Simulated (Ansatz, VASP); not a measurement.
# InAs in VASP and in Ansatz

```
CELL_PARAMETERS angstrom
0.00000 2.96295 3.14990
2.96295 0.00000 3.14990
2.96295 2.96295 0.00000
ATOMIC_POSITIONS crystal
In 0.00000 0.00000 0.00000
As 0.25000 0.25000 0.25000
```

Change from the starting cell: epitaxial_xy strain -3.0%.

Alike in both runs: task single point; functional r2SCAN; k mesh 8 × 8 × 8; occupations fermi-dirac, width 0.02 eV; non-collinear spin, spin-orbit coupling.

|  | VASP | Ansatz |
| --- | --- | --- |
| version | VASP 6.6.1 | Ansatz 0.2.0 |
| potentials or method | VASP PAW PBE potentials, release 64 (In_d, As) | plane waves, PAW |
| plane-wave cutoff (eV) | 520 | 500 |
| valence electrons in the cell | 18 | 28 |

|  | VASP | Ansatz | Ansatz less VASP |
| --- | --- | --- | --- |
| pressure (GPa) | 1.7 | 1.7 | 0.00 |
| traceless stress, the component that is largest in VASP (GPa) | -1.72 | -1.72 | +0.001 |
| net moment per atom (μB) | 0.00 | 0.00 | 0.000 |

VASP's potentials were made for PBE, not for r2SCAN. VASP's potentials hold 18 valence electrons a cell and Ansatz's 28, so a difference there can come from the potentials and not from the codes.
